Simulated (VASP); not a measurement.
# Au (P6_3/mmc) in VASP: a series of runs

Au is run at these levels: PBE, LDA; tasks: single point.

Everything below comes from runs of VASP 6.6.1. Logs are shortened: lines on timing, memory, paths and dates and some standing lists are left out, and cuts for length are marked.

## 1. The cell of the first run

Symmetry: P6_3/mmc, No. 194, hexagonal system. Conventional cell: a = 2.890 Å, b = 2.890 Å, c = 4.864 Å, α = 90.00°, β = 90.00°, γ = 120.00°. Within 3.8 Å of Au (site symmetry -6m2) lie 12 Au at 2.89 to 2.95 Å.

## 2. Single point, PBE (volume scaled by 0.99)

INCAR

```
  PREC = Accurate
  ENCUT = 520
  EDIFF = 1E-6
  ISMEAR = -1
  SIGMA = 0.03
  LREAL = F
  LASPH = T
  NELM = 80
  ALGO = Normal
  ISIF = 2
  LWAVE = F
  LCHARG = T
  GGA = PE
  LELF = T
  LVHAR = T
  NBANDS = 18
```

KPOINTS

```
regular mesh
0
Gamma
  14 14 8
```

POSCAR

```
Au
1.0
    2.8902993466      0.0000000000      0.0000000000
   -1.4451496733      2.5030726588      0.0000000000
    0.0000000000      0.0000000000      4.8636788079
Au
2
Direct
    0.3333333333      0.6666666667      0.7500000000
    0.6666666667      0.3333333333      0.2500000000
```

Potentials or basis: VASP PAW PBE potentials, release 64 (Au).

Command:

```bash
cat potpaw_PBE.64/Au/POTCAR > POTCAR
mpirun -np 1 vasp_std > vasp.out
```

OUTCAR:

```text
PREC = Accurate
   ENCUT = 520
   EDIFF = 1E-6
   ISMEAR = -1
   LREAL = F
   LASPH = T
   NELM = 80
   ISIF = 2
   GGA = PE

 ion  position               nearest neighbor table
   1  0.333  0.667  0.750-   2 2.95   2 2.95   2 2.95   2 2.95   2 2.95   2 2.95
   2  0.667  0.333  0.250-   1 2.95   1 2.95   1 2.95   1 2.95   1 2.95   1 2.95

  LATTYP: Found a hexagonal cell.
 ALAT       =     2.8902993466
 C/A-ratio  =     1.6827595431

  Lattice vectors:

 A1 = (   2.8902993466,   0.0000000000,   0.0000000000)
 A2 = (  -1.4451496733,   2.5030726588,   0.0000000000)
 A3 = (   0.0000000000,   0.0000000000,   4.8636788079)

Analysis of symmetry for initial positions (statically):
=====================================================================
 Subroutine PRICEL returns:
 Original cell was already a primitive cell.

 Routine SETGRP: Setting up the symmetry group for a
 hexagonal supercell.

 Subroutine GETGRP returns: Found 24 space group operations
 (whereof 12 operations were pure point group operations)
 out of a pool of 24 trial point group operations.

The static configuration has the point symmetry D_3d.
 The point group associated with its full space group is D_6h.

Analysis of symmetry for dynamics (positions and initial velocities):
=====================================================================
 Subroutine PRICEL returns:
 Original cell was already a primitive cell.

 Routine SETGRP: Setting up the symmetry group for a
 hexagonal supercell.

 Subroutine GETGRP returns: Found 24 space group operations
 (whereof 12 operations were pure point group operations)
 out of a pool of 24 trial point group operations.

The dynamic configuration has the point symmetry D_3d.
 The point group associated with its full space group is D_6h.

 Subroutine INISYM returns: Found 24 space group operations
 (whereof 12 operations are pure point group operations),
 and found     1 'primitive' translations

----------------------------------------------------------------------------------------

                                     Primitive cell

  volume of cell :      35.1869

  direct lattice vectors                    reciprocal lattice vectors
     2.890299347  0.000000000  0.000000000     0.345984924  0.199754489  0.000000000
    -1.445149673  2.503072659  0.000000000     0.000000000  0.399508978  0.000000000
     0.000000000  0.000000000  4.863678808     0.000000000  0.000000000  0.205605682

  length of vectors
     2.890299347  2.890299347  4.863678808     0.399508978  0.399508978  0.205605682

  position of ions in fractional coordinates (direct lattice)
     0.333333333  0.666666667  0.750000000
     0.666666667  0.333333333  0.250000000

  ion indices of the primitive-cell ions
   primitive index   ion index
                 1           1
                 2           2

----------------------------------------------------------------------------------------

 KPOINTS: regular mesh

Automatic generation of k-mesh.
 Grid dimensions read from file:
 generate k-points for:   14   14    8

 Generating k-lattice:

  Cartesian coordinates                     Fractional coordinates (reciprocal lattice)
     0.024713209  0.014268178  0.000000000     0.071428571 -0.000000000  0.000000000
     0.000000000  0.028536356  0.000000000     0.000000000  0.071428571  0.000000000
     0.000000000  0.000000000  0.025700710     0.000000000  0.000000000  0.125000000

  Length of vectors
     0.028536356  0.028536356  0.025700710

  Shift w.r.t. Gamma in fractional coordinates (k-lattice)
     0.000000000  0.000000000  0.000000000

 Subroutine IBZKPT returns following result:
 ===========================================

 Found    120 irreducible k-points:

 Following reciprocal coordinates:
            Coordinates               Weight
  0.000000  0.000000  0.000000      1.000000
  0.071429  0.000000  0.000000      6.000000
  0.142857  0.000000  0.000000      6.000000
  0.214286  0.000000  0.000000      6.000000
  0.285714  0.000000  0.000000      6.000000
  0.357143  0.000000  0.000000      6.000000
[... 16 lines left out ...]
  0.285714  0.285714  0.000000      6.000000
  0.357143  0.285714  0.000000      6.000000
 [... further k-points ...]
   k-points           NKPTS =    120   k-points in BZ     NKDIM =    120   number of bands    NBANDS=     18
   number of dos      NEDOS =    301   number of ions     NIONS =      2
   total plane-waves  NPLWV =  20736
   dimension x,y,z NGX =    24 NGY =   24 NGZ =   36
   dimension x,y,z NGXF=    48 NGYF=   48 NGZF=   72
   ions per type =               2
   NGX,Y,Z   is equivalent  to a cutoff of  13.80, 13.80, 12.31 a.u.
   NGXF,Y,Z  is equivalent  to a cutoff of  27.61, 27.61, 24.61 a.u.
 SYSTEM =  unknown system
   PREC   = accura    normal or accurate (medium, high low for compatibility)
   ISTART =      0    job   : 0-new  1-cont  2-samecut
   ICHARG =      2    charge: 1-file 2-atom 10-const
   ISPIN  =      1    spin polarized calculation?
   LNONCOLLINEAR =      F non collinear calculations
   LSORBIT =      F    spin-orbit coupling
   LASPH  =      T    aspherical Exc in radial PAW
   ENCUT  =  520.0 eV  38.22 Ry    6.18 a.u.   5.37  5.37  9.04*2*pi/ulx,y,z
   NELM   =     80;   NELMIN=  2; NELMDL= -5     # of ELM steps
   EDIFF  = 0.1E-05   stopping-criterion for ELM
   LREAL  =      F    real-space projection
   EDIFFG = 0.1E-04   stopping-criterion for IOM
   NSW    =      0    number of steps for IOM
   IBRION =     -1    ionic relax: 0-MD 1-quasi-New 2-CG
   NFREE  =      0    steps in history (QN), initial steepest desc. (CG)
   ISIF   =      2    stress and relaxation
   ISYM   =      2    0-nonsym 1-usesym 2-fastsym
   POTIM  = 0.5000    time-step for ionic-motion
   TEBEG  =    0.0;   TEEND  =   0.0 temperature during run
   PSTRESS=    0.0 pullay stress
   NELECT =      22.0000    total number of electrons
   NUPDOWN=      -1.0000    fix difference up-down
   EMIN   =  10.00;   EMAX   =-10.00  energy-range for DOS
   EFERMI =   0.00;   METHOD = LEGACY
   ISMEAR =    -1;   SIGMA  =   0.03  broadening in eV -4-tet -1-fermi 0-gaus
   EFERMI_NEDOS =   21; number of points for ismear=-14 and -15
   IALGO  =     38    algorithm
   IMIX   =      4    mixing-type and parameters
     AMIX     =   0.40;   BMIX     =  1.00
     AMIX_MAG =   1.60;   BMIX_MAG =  1.00
  volume/ion in A,a.u.               =      17.59       118.73
  Fermi-wavevector in a.u.,A,eV,Ry     =   1.399873  2.645377 26.662585  1.959645
  Thomas-Fermi vector in A             =   2.522890
   LORBIT       =      0    0 simple, 1 ext, 2 COOP (PROOUT), +10 PAW based schemes
   GGA     = PE    functional components
   LHFCALC =     F    Hartree Fock is set to
   AEXX    =    0.0000 exact exchange contribution
   IVDW    =     0    specifies the selected vdW correction
   LEPSILON=     F    determine dielectric tensor
   LRPA    =     F    only Hartree local field effects (RPA)
 non-spin polarized calculation
  energy-cutoff  :      520.00
  volume of cell :       35.19
 maximum number of plane-waves:       967
 NGX is ok and might be reduce to    24
   NGX = 11   NGY = 11   NGZ = 19

 number of electron      22.0000003 magnetization

 Free energy of the ion-electron system (eV)
  ---------------------------------------------------
  ext. energy  EPLUGINS =         0.00000000
  ---------------------------------------------------
  free energy    TOTEN  =        -6.41146537 eV

  energy without entropy =       -6.40750998  energy(sigma->0) =       -6.40948768

 E-fermi :   8.9427     XC(G=0): -12.5253

 val. band max:        8.9346149056   @ k =   0.3571   0.1429   0.2500
 cond. band min:       8.9618971642   @ k =   0.1429   0.0000   0.1250
 fundamental gap:      0.0272822585
 Fermi energy:         8.9427368255

 k-point     1 :       0.0000    0.0000    0.0000
  band No.  band energies     occupation
      1      -0.5728      2.00000
      2       1.8308      2.00000
      3       4.2464      2.00000
      4       4.5255      2.00000
      5       4.5255      2.00000
      6       4.8175      2.00000
[... 10 lines left out ...]
     17      27.1759      0.00000
     18      27.1759      0.00000

 k-point     2 :       0.0714    0.0000    0.0000
  band No.  band energies     occupation
      1      -0.4148      2.00000
      2       1.9611      2.00000
      3       4.1965      2.00000
      4       4.5646      2.00000
      5       4.6292      2.00000
      6       4.7636      2.00000
[... 10 lines left out ...]
     17      26.3342      0.00000
     18      26.6625      0.00000

 k-point     3 :       0.1429    0.0000    0.0000
  band No.  band energies     occupation
      1       0.0419      2.00000
      2       2.3075      2.00000
      3       4.0483      2.00000
      4       4.5605      2.00000
      5       4.8066      2.00000
      6       4.9228      2.00000
[... 10 lines left out ...]
     17      25.3538      0.00000
     18      26.6963      0.00000

 k-point     4 :       0.2143    0.0000    0.0000
  band No.  band energies     occupation
      1       0.7333      2.00000
      2       2.6774      2.00000
      3       3.9757      2.00000
      4       4.2558      2.00000
      5       4.3989      2.00000
      6       5.0675      2.00000
[... 375 lines left out ...]
      4       4.3327      2.00000
      5       4.3957      2.00000
      6       4.6121      2.00000
[... 10 lines left out ...]
     17      20.7831      0.00000
     18      21.9802      0.00000

 k-point    23 :       0.2857    0.2857    0.0000
  band No.  band energies     occupation
      1       3.0344      2.00000
      2       3.2881      2.00000
      3       3.5433      2.00000
      4       3.9952      2.00000
      5       4.2799      2.00000
      6       4.6064      2.00000
[... 10 lines left out ...]
     17      20.4647      0.00000
     18      20.9984      0.00000

 k-point    24 :       0.3571    0.2857    0.0000
  band No.  band energies     occupation
      1       3.0114      2.00000
      2       3.4422      2.00000
      3       3.4877      2.00000
      4       4.1147      2.00000
      5       4.3417      2.00000
      6       4.4673      2.00000
[... 10 lines left out ...]
     17      19.8524      0.00000
     18      20.0668      0.00000

 [... further k-points ...]

------------------------ aborting loop because EDIFF is reached ----------------------------------------

  FORCE on cell =-STRESS in cart. coord.  units (eV):
  Direction    XX          YY          ZZ          XY          YZ          ZX
  --------------------------------------------------------------------------------------
  -------------------------------------------------------------------------------------
  Total        0.7770077      0.7770077      0.5968934      0.0000000      0.0000000      0.0000000
  in kB       35.3797492     35.3797492     27.1785464      0.0000000      0.0000000      0.0000000
  external PRESSURE =      32.6460150 kB  Pullay stress =       0.0000000 kB

 VOLUME and BASIS-vectors are now :
 -----------------------------------------------------------------------------
  energy-cutoff  :      520.00
  volume of cell :       35.19
      direct lattice vectors                 reciprocal lattice vectors
     2.890299347  0.000000000  0.000000000     0.345984924  0.199754489  0.000000000
    -1.445149673  2.503072659  0.000000000     0.000000000  0.399508978  0.000000000
     0.000000000  0.000000000  4.863678808     0.000000000  0.000000000  0.205605682

 POSITION                                       TOTAL-FORCE (eV/Angst)
 -----------------------------------------------------------------------------------
     -0.00000      1.66872      3.64776         0.000000     -0.000000      0.000000
      1.44515      0.83436      1.21592        -0.000000      0.000000      0.000000
 -----------------------------------------------------------------------------------
    total drift:                               -0.000000      0.000000     -0.000000

  FREE ENERGIE OF THE ION-ELECTRON SYSTEM (eV)
  ---------------------------------------------------
  free  energy   TOTEN  =        -6.4114653706 eV

  energy  without entropy=       -6.4075099830  energy(sigma->0) =       -6.40948768
```

Wall time 55 s (1 thread of Intel Xeon Platinum 8488C (Sapphire Rapids), shared host); peak memory 0.2 GiB.

What came out:

```
Free energy            : -6.4115 eV
Pressure               : 3.3 GPa
Band gap on the k mesh : zero (band 11 reaches 12.76 eV, above the bottom of band 12 at 6.34 eV)
```

Stress tensor (GPa, compression positive):
```
3.54 0.00 0.00
0.00 3.54 0.00
0.00 0.00 2.72
```

Levels at points of the mesh, in eV from the Fermi level:
```csv
k point,band 9,band 10,band 11,band 12,band 13,band 14
"(0.00, 0.00, 0.00)",-3.45,-2.17,-2.17,-1.00,2.51,14.62
"(0.50, 0.00, 0.00)",-1.86,-1.69,0.38,1.52,5.67,7.14
"(0.00, 0.00, 0.50)",-2.60,-2.60,-2.60,-2.60,10.38,10.38
"(0.50, 0.00, 0.50)",-1.75,-1.75,0.53,0.53,3.82,3.82
```

Caveat: spin-orbit coupling is left out, which moves the levels of the heavy elements.

## 3. Single point, PBE (volume scaled by 1.01)

INCAR

```
PREC = Accurate ; ENCUT = 520
EDIFF = 1E-6 ; ISMEAR = -1
SIGMA = 0.03 ; LREAL = False
LASPH = True ; NELM = 80
ALGO = Normal ; ISIF = 2
LWAVE = False ; LCHARG = True
GGA = PE ; LELF = True
LVHAR = True ; NBANDS = 18
```

KPOINTS is that of step 2.

POSCAR

```
Au
1.0
    2.9096330274      0.0000000000      0.0000000000
   -1.4548165137      2.5198161175      0.0000000000
    0.0000000000      0.0000000000      4.8962127437
Au
2
Direct
    0.3333333333      0.6666666667      0.7500000000
    0.6666666667      0.3333333333      0.2500000000
```

Potentials or basis: VASP PAW PBE potentials, release 64 (Au).

Command:

```bash
cat potpaw_PBE.64/Au/POTCAR > POTCAR
mpirun -np 1 vasp_std > vasp.out
```

It took 54 s on 1 thread of Intel Xeon Platinum 8488C (Sapphire Rapids), shared host; peak memory 0.19 GiB.

The run converged. Its results:

- Free energy: -6.4199 eV
- Pressure: 0.3 GPa
- Band gap on the k mesh: zero (band 11 reaches 12.37 eV, above the bottom of band 12 at 6.06 eV)

Stress tensor (GPa, compression positive):
```
 0.53  0.00  0.00
 0.00  0.53  0.00
 0.00  0.00 -0.01
```

Levels at points of the mesh, in eV from the Fermi level:
```
           k point  band 7  band 8  band 9  band 10  band 11  band 12  band 13  band 14  band 15  band 16
(0.00, 0.00, 0.00)   -4.03   -3.38   -3.38    -2.14    -2.14    -0.90     2.42    14.63    15.64    16.71
(0.50, 0.00, 0.00)   -3.47   -1.93   -1.84    -1.68     0.38     1.48     5.62     6.99     7.11    10.23
(0.00, 0.00, 0.50)   -4.35   -4.35   -2.56    -2.56    -2.56    -2.56    10.25    10.25    14.90    14.90
(0.50, 0.00, 0.50)   -2.33   -2.33   -1.74    -1.74     0.58     0.58     3.72     3.72    12.98    12.98
```

Caveat: spin-orbit coupling is left out, which moves the levels of the heavy elements.

(Continued in part 2 of 2.)
